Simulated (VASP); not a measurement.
# IrO2 (P4_2/mnm) in VASP: single point with PBE

Aim: the single point of IrO2 with PBE.

Everything below comes from runs of VASP 6.6.1. Logs are shortened: lines on timing, memory, paths and dates and some standing lists are left out, and cuts for length are marked.

## Step 1: The cell of the first run

The structure is tetragonal, space group P4_2/mnm (No. 136). Conventional cell: a = 4.505 Å, b = 4.505 Å, c = 3.159 Å, α = 90.00°, β = 90.00°, γ = 90.00°. Ir (site symmetry mmm) has 6 O at 1.96 to 2.00 Å within 2.6 Å. O (site symmetry m2m) has 3 Ir at 1.96 to 2.00 Å and 1 O at 2.45 Å within 2.6 Å.

## Step 2: Single point, PBE

INCAR reads:

```
SYSTEM = IrO2
PREC = Accurate
ENCUT = 700
EDIFF = 1E-6
ISMEAR = 0
SIGMA = 0.1
LREAL = .False.
LASPH = .True.
NELM = 120
ALGO = Normal
ISIF = 2
LWAVE = .False.
LCHARG = .False.
GGA = PE
NBANDS = 38
GGA_COMPAT = .False.
```

KPOINTS reads:

```
Automatic mesh
0
Gamma
  4 4 6
  0 0 0
```

POSCAR reads:

```
IrO2
1.0
    4.5051000000      0.0000000000      0.0000000000
    0.0000000000      4.5051000000      0.0000000000
    0.0000000000      0.0000000000      3.1586000000
Ir O
2 4
Direct
    0.0000000000      0.0000000000      0.0000000000
    0.5000000000      0.5000000000      0.5000000000
    0.3077000000      0.3077000000      0.0000000000
    0.1923000000      0.8077000000      0.5000000000
    0.6923000000      0.6923000000      0.0000000000
    0.8077000000      0.1923000000      0.5000000000
```

Potentials or basis: VASP PAW PBE potentials, release 64 (Ir_sv_GW, O).

Launch:

```sh
$ cat potpaw_PBE.64/Ir_sv_GW/POTCAR potpaw_PBE.64/O/POTCAR > POTCAR
$ mpirun -np 1 vasp_std > vasp.out
```

OUTCAR:

```text
SYSTEM = IrO2
   PREC = Accurate
   ENCUT = 700
   EDIFF = 1E-6
   ISMEAR = 0
   LREAL = .False.
   LASPH = .True.
   NELM = 120
   ISIF = 2
   GGA = PE

 ion  position               nearest neighbor table
   1  0.000  0.000  0.000-   3 1.96   5 1.96   4 2.00   6 2.00   4 2.00   6 2.00
   2  0.500  0.500  0.500-   4 1.96   6 1.96   5 2.00   3 2.00   3 2.00   5 2.00
   3  0.308  0.308  0.000-   1 1.96   2 2.00   2 2.00
   4  0.192  0.808  0.500-   2 1.96   1 2.00   1 2.00
   5  0.692  0.692  0.000-   1 1.96   2 2.00   2 2.00
   6  0.808  0.192  0.500-   2 1.96   1 2.00   1 2.00

  LATTYP: Found a simple tetragonal cell.
 ALAT       =     4.5051000000
 C/A-ratio  =     0.7011165124

  Lattice vectors:

 A1 = (   4.5051000000,   0.0000000000,   0.0000000000)
 A2 = (   0.0000000000,   4.5051000000,   0.0000000000)
 A3 = (   0.0000000000,   0.0000000000,   3.1586000000)

Analysis of symmetry for initial positions (statically):
=====================================================================
 Subroutine PRICEL returns:
 Original cell was already a primitive cell.

 Routine SETGRP: Setting up the symmetry group for a
 simple tetragonal supercell.

 Subroutine GETGRP returns: Found 16 space group operations
 (whereof  8 operations were pure point group operations)
 out of a pool of 16 trial point group operations.

The static configuration has the point symmetry D_2h.
 The point group associated with its full space group is D_4h.

Analysis of symmetry for dynamics (positions and initial velocities):
=====================================================================
 Subroutine PRICEL returns:
 Original cell was already a primitive cell.

 Routine SETGRP: Setting up the symmetry group for a
 simple tetragonal supercell.

 Subroutine GETGRP returns: Found 16 space group operations
 (whereof  8 operations were pure point group operations)
 out of a pool of 16 trial point group operations.

The dynamic configuration has the point symmetry D_2h.
 The point group associated with its full space group is D_4h.

 Subroutine INISYM returns: Found 16 space group operations
 (whereof  8 operations are pure point group operations),
 and found     1 'primitive' translations

----------------------------------------------------------------------------------------

                                     Primitive cell

  volume of cell :      64.1067

  direct lattice vectors                    reciprocal lattice vectors
     4.505100000  0.000000000  0.000000000     0.221970655  0.000000000  0.000000000
     0.000000000  4.505100000  0.000000000     0.000000000  0.221970655  0.000000000
     0.000000000  0.000000000  3.158600000     0.000000000  0.000000000  0.316595960

  length of vectors
     4.505100000  4.505100000  3.158600000     0.221970655  0.221970655  0.316595960

  position of ions in fractional coordinates (direct lattice)
     0.000000000  0.000000000  0.000000000
     0.500000000  0.500000000  0.500000000
     0.307700000  0.307700000  0.000000000
     0.192300000  0.807700000  0.500000000
     0.692300000  0.692300000  0.000000000
     0.807700000  0.192300000  0.500000000

  ion indices of the primitive-cell ions
   primitive index   ion index
                 1           1
                 2           2
                 3           3
                 4           4
                 5           5
                 6           6

----------------------------------------------------------------------------------------

 KPOINTS: Automatic mesh

Automatic generation of k-mesh.
 Grid dimensions read from file:
 generate k-points for:    4    4    6

 Generating k-lattice:

  Cartesian coordinates                     Fractional coordinates (reciprocal lattice)
     0.055492664  0.000000000  0.000000000     0.250000000  0.000000000  0.000000000
     0.000000000  0.055492664  0.000000000     0.000000000  0.250000000  0.000000000
     0.000000000  0.000000000  0.052765993     0.000000000  0.000000000  0.166666667

  Length of vectors
     0.055492664  0.055492664  0.052765993

  Shift w.r.t. Gamma in fractional coordinates (k-lattice)
     0.000000000  0.000000000  0.000000000

 Subroutine IBZKPT returns following result:
 ===========================================

 Found     24 irreducible k-points:

 Following reciprocal coordinates:
            Coordinates               Weight
  0.000000  0.000000  0.000000      1.000000
  0.250000  0.000000  0.000000      4.000000
  0.500000  0.000000  0.000000      2.000000
  0.250000  0.250000  0.000000      4.000000
  0.500000  0.250000  0.000000      4.000000
  0.500000  0.500000  0.000000      1.000000
[... 16 lines left out ...]
  0.500000  0.250000  0.500000      4.000000
  0.500000  0.500000  0.500000      1.000000
   k-points           NKPTS =     24   k-points in BZ     NKDIM =     24   number of bands    NBANDS=     38
   number of dos      NEDOS =    301   number of ions     NIONS =      6
   total plane-waves  NPLWV =  44800
   dimension x,y,z NGX =    40 NGY =   40 NGZ =   28
   dimension x,y,z NGXF=    80 NGYF=   80 NGZF=   56
   ions per type =               2   4
   NGX,Y,Z   is equivalent  to a cutoff of  14.76, 14.76, 14.74 a.u.
   NGXF,Y,Z  is equivalent  to a cutoff of  29.52, 29.52, 29.47 a.u.
 SYSTEM =  IrO2
   PREC   = accura    normal or accurate (medium, high low for compatibility)
   ISTART =      0    job   : 0-new  1-cont  2-samecut
   ICHARG =      2    charge: 1-file 2-atom 10-const
   ISPIN  =      1    spin polarized calculation?
   LNONCOLLINEAR =      F non collinear calculations
   LSORBIT =      F    spin-orbit coupling
   LASPH  =      T    aspherical Exc in radial PAW
   ENCUT  =  700.0 eV  51.45 Ry    7.17 a.u.   9.72  9.72  6.81*2*pi/ulx,y,z
   NELM   =    120;   NELMIN=  2; NELMDL= -5     # of ELM steps
   EDIFF  = 0.1E-05   stopping-criterion for ELM
   LREAL  =      F    real-space projection
   EDIFFG = 0.1E-04   stopping-criterion for IOM
   NSW    =      0    number of steps for IOM
   IBRION =     -1    ionic relax: 0-MD 1-quasi-New 2-CG
   NFREE  =      0    steps in history (QN), initial steepest desc. (CG)
   ISIF   =      2    stress and relaxation
   ISYM   =      2    0-nonsym 1-usesym 2-fastsym
   POTIM  = 0.5000    time-step for ionic-motion
   TEBEG  =    0.0;   TEEND  =   0.0 temperature during run
   PSTRESS=    0.0 pullay stress
   NELECT =      58.0000    total number of electrons
   NUPDOWN=      -1.0000    fix difference up-down
   EMIN   =  10.00;   EMAX   =-10.00  energy-range for DOS
   EFERMI =   0.00;   METHOD = LEGACY
   ISMEAR =     0;   SIGMA  =   0.10  broadening in eV -4-tet -1-fermi 0-gaus
   EFERMI_NEDOS =   21; number of points for ismear=-14 and -15
   IALGO  =     38    algorithm
   IMIX   =      4    mixing-type and parameters
     AMIX     =   0.40;   BMIX     =  1.00
     AMIX_MAG =   1.60;   BMIX_MAG =  1.00
  volume/ion in A,a.u.               =      10.68        72.10
  Fermi-wavevector in a.u.,A,eV,Ry     =   1.583372  2.992139 34.110721  2.507067
  Thomas-Fermi vector in A             =   2.683153
   LORBIT       =      0    0 simple, 1 ext, 2 COOP (PROOUT), +10 PAW based schemes
   GGA     = PE    functional components
   LHFCALC =     F    Hartree Fock is set to
   AEXX    =    0.0000 exact exchange contribution
   IVDW    =     0    specifies the selected vdW correction
   LEPSILON=     F    determine dielectric tensor
   LRPA    =     F    only Hartree local field effects (RPA)
 non-spin polarized calculation
 Gauss-broadening in eV      SIGMA  =   0.10
  energy-cutoff  :      700.00
  volume of cell :       64.11
 maximum number of plane-waves:      2713
 NGX is ok and might be reduce to    40
   NGX = 19   NGY = 19   NGZ = 13

 number of electron      58.0000003 magnetization

 Free energy of the ion-electron system (eV)
  ---------------------------------------------------
  ext. energy  EPLUGINS =         0.00000000
  ---------------------------------------------------
  free energy    TOTEN  =       -43.63850454 eV

  energy without entropy =      -43.61976994  energy(sigma->0) =      -43.62913724

 E-fermi :   7.2645     XC(G=0): -12.2445

 val. band max:        7.2175180249   @ k =   0.5000   0.2500   0.3333
 cond. band min:       7.2855322545   @ k =   0.5000   0.2500   0.0000
 fundamental gap:      0.0680142296
 Fermi energy:         7.2644579397

 k-point     1 :       0.0000    0.0000    0.0000
  band No.  band energies     occupation
      1     -86.2368      2.00000
      2     -86.2352      2.00000
      3     -43.1474      2.00000
      4     -43.1474      2.00000
      5     -43.0390      2.00000
      6     -43.0238      2.00000
[... 30 lines left out ...]
     37      15.7643      0.00000
     38      19.1832      0.00000

 k-point     2 :       0.2500    0.0000    0.0000
  band No.  band energies     occupation
      1     -86.2366      2.00000
      2     -86.2354      2.00000
      3     -43.1467      2.00000
      4     -43.1466      2.00000
      5     -43.0367      2.00000
      6     -43.0260      2.00000
[... 30 lines left out ...]
     37      16.0951      0.00000
     38      18.6693      0.00000

 k-point     3 :       0.5000    0.0000    0.0000
  band No.  band energies     occupation
      1     -86.2359      2.00000
      2     -86.2359      2.00000
      3     -43.1459      2.00000
      4     -43.1459      2.00000
      5     -43.0313      2.00000
      6     -43.0313      2.00000
[... 30 lines left out ...]
     37      17.2729      0.00000
     38      17.2729      0.00000

 k-point     4 :       0.2500    0.2500    0.0000
  band No.  band energies     occupation
      1     -86.2364      2.00000
      2     -86.2356      2.00000
      3     -43.1479      2.00000
      4     -43.1460      2.00000
      5     -43.0351      2.00000
      6     -43.0275      2.00000
[... 30 lines left out ...]
     37      16.1159      0.00000
     38      18.1756      0.00000
[... 703 lines left out ...]
      4     -43.1405      2.00000
      5     -43.1389      2.00000
      6     -43.1228      2.00000
[... 30 lines left out ...]
     37      18.2908      0.00000
     38      18.3444      0.00000

 k-point    23 :       0.5000    0.2500    0.5000
  band No.  band energies     occupation
      1     -86.2332      2.00000
      2     -86.2332      2.00000
      3     -43.1516      2.00000
      4     -43.1516      2.00000
      5     -43.1279      2.00000
      6     -43.1279      2.00000
[... 30 lines left out ...]
     37      17.3433      0.00000
     38      17.3433      0.00000

 k-point    24 :       0.5000    0.5000    0.5000
  band No.  band energies     occupation
      1     -86.2333      2.00000
      2     -86.2333      2.00000
      3     -43.1402      2.00000
      4     -43.1402      2.00000
      5     -43.1392      2.00000
      6     -43.1392      2.00000
[... 30 lines left out ...]
     37      17.0925      0.00000
     38      17.0925      0.00000

------------------------ aborting loop because EDIFF is reached ----------------------------------------

  FORCE on cell =-STRESS in cart. coord.  units (eV):
  Direction    XX          YY          ZZ          XY          YZ          ZX
  --------------------------------------------------------------------------------------
  -------------------------------------------------------------------------------------
  Total        1.6593533      1.6593533      2.2741176      0.0000000      0.0000000      0.0000000
  in kB       41.4711381     41.4711381     56.8355421      0.0000000      0.0000000      0.0000000
  external PRESSURE =      46.5926061 kB  Pullay stress =       0.0000000 kB

 VOLUME and BASIS-vectors are now :
 -----------------------------------------------------------------------------
  energy-cutoff  :      700.00
  volume of cell :       64.11
      direct lattice vectors                 reciprocal lattice vectors
     4.505100000  0.000000000  0.000000000     0.221970655  0.000000000  0.000000000
     0.000000000  4.505100000  0.000000000     0.000000000  0.221970655  0.000000000
     0.000000000  0.000000000  3.158600000     0.000000000  0.000000000  0.316595960

 POSITION                                       TOTAL-FORCE (eV/Angst)
 -----------------------------------------------------------------------------------
      0.00000      0.00000      0.00000        -0.000000      0.000000     -0.000000
      2.25255      2.25255      1.57930        -0.000000      0.000000     -0.000000
      1.38622      1.38622      0.00000         0.075352      0.075352     -0.000000
      0.86633      3.63877      1.57930        -0.075352      0.075352     -0.000000
      3.11888      3.11888      0.00000        -0.075352     -0.075352      0.000000
      3.63877      0.86633      1.57930         0.075352     -0.075352      0.000000
 -----------------------------------------------------------------------------------
    total drift:                                0.000000     -0.000000     -0.000000

  FREE ENERGIE OF THE ION-ELECTRON SYSTEM (eV)
  ---------------------------------------------------
  free  energy   TOTEN  =       -43.6385045425 eV

  energy  without entropy=      -43.6197699376  energy(sigma->0) =      -43.62913724
```

It took 68 s on 1 thread of Intel Xeon Platinum 8488C (Sapphire Rapids), shared host; peak memory 0.24 GiB.

What came out:

| Property | Result |
| --- | --- |
| Free energy | -43.6385 eV |
| Pressure | 4.7 GPa |
| Largest force | 0.107 eV/Å |
| Band gap on the k mesh | zero (bands 29 and 30 overlap by 1.33 eV) |

Forces on the atoms (eV/Å):
```
Ir   0.000  0.000  0.000
Ir   0.000  0.000  0.000
O    0.075  0.075  0.000
O   -0.075  0.075  0.000
O   -0.075 -0.075  0.000
O    0.075 -0.075  0.000
```

Caveat: the cell stands under pressure; spin-orbit coupling is left out, which moves the levels of the heavy elements.

The gap in the log of VASP goes by the Fermi energy; the results here count the filled bands.